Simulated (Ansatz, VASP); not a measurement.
Ge in VASP and in Ansatz

```xyz
4
Lattice="4.1190 0.0000 0.0000 -2.0595 3.5672 0.0000 0.0000 0.0000 6.4918" Properties=species:S:1:pos:R:3 pbc="T T T"
Ge    2.0595    1.1891    0.4076
Ge    0.0000    2.3781    3.6535
Ge    2.0595    1.1891    2.8383
Ge    0.0000    2.3781    6.0841
```

Change from the starting cell: strain +0.015 along x and y, -0.030 along z, atoms carried along.

Alike in both runs: task single point; functional PBE; k mesh 12 × 12 × 8; occupations gaussian, width 0.15 eV; no spin polarisation.

|  | VASP | Ansatz |
| --- | --- | --- |
| version | VASP 6.6.1 | Ansatz 0.2.0 |
| potentials or method | VASP PAW PBE potentials, release 64 (Ge_d), cutoff 520 eV | scalar-relativistic, plane waves, PAW |
| valence electrons in the cell | 56 | 56 |

Ansatz gave:

```
gap on the k mesh at the Fermi level (eV)                     : none
pressure (GPa)                                                : 0.3
traceless stress, the component that is largest in VASP (GPa) : 5.12
rms of the force components (eV/Å)                            : 0.255
```

Q: Which values does VASP return?

A: gap on the k mesh at the Fermi level (eV): none; pressure (GPa): 0.3; traceless stress, the component that is largest in VASP (GPa): 5.11; rms of the force components (eV/Å): 0.254.

Atom by atom the forces differ by 0.001 eV/Å (rms over components). A gap of «none» marks a metal or a gap that the smearing closes.
